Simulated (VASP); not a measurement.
Set up this calculation in VASP 6.6.1, as the native input.

```yaml
Task: single point
Functional: PBEsol
Potentials_or_basis: VASP PAW PBE potentials, release 64 (I)
Cutoff: 520 eV
k_mesh: 8 × 8 × 3
Occupations: fermi-dirac, width 0.05 eV
Spin: no spin polarisation
Dipole_correction: no
Further_INCAR_settings: ALGO = Normal; EDIFF = 1e-06; NBANDS = 22
```

The structure of I lies in POSCAR:

```
I
1.0
    3.8559031738     -2.2298711942      0.0000000000
    3.8559031738      2.2298711942      0.0000000000
    0.0000000000      0.0000000000      9.9813001750
I
4
Direct
    0.8307187399      0.1692812601      0.1228187161
    0.6692812601      0.3307187399      0.6228187161
    0.1692812601      0.8307187399      0.8771812839
    0.3307187399      0.6692812601      0.3771812839
```

One way to write it, as run:

INCAR

```
ALGO = Normal
EDIFF = 1E-6
ENCUT = 520
GGA = PS
ISIF = 2
ISMEAR = -1
LASPH = True
LCHARG = False
LREAL = False
LWAVE = False
NBANDS = 22
NELM = 100
PREC = Accurate
SIGMA = 0.05
```

KPOINTS

```
k-points
0
Gamma
  8 8 3
```

Potentials or basis: VASP PAW PBE potentials, release 64 (I).

Launch:

```sh
$ cat potpaw_PBE.64/I/POTCAR > POTCAR
$ mpirun -np 1 vasp_std > vasp.out
```

It gave:

| Property | Result |
| --- | --- |
| Pressure | -1.8 GPa |
| Largest force | 0.277 eV/Å |
| Band gap on the k mesh | 0.63 eV (least direct gap 0.84 eV) |

Caveat: semilocal functionals underestimate gaps, and a narrow one can read as zero; the PAW data sets were made with another functional, which shifts forces and pressure a little; spin-orbit coupling is left out, which moves the levels of the heavy elements.

It took 3.6 min on 1 thread of Intel Xeon 8259CL (shared host), peak memory 0.36 GiB.
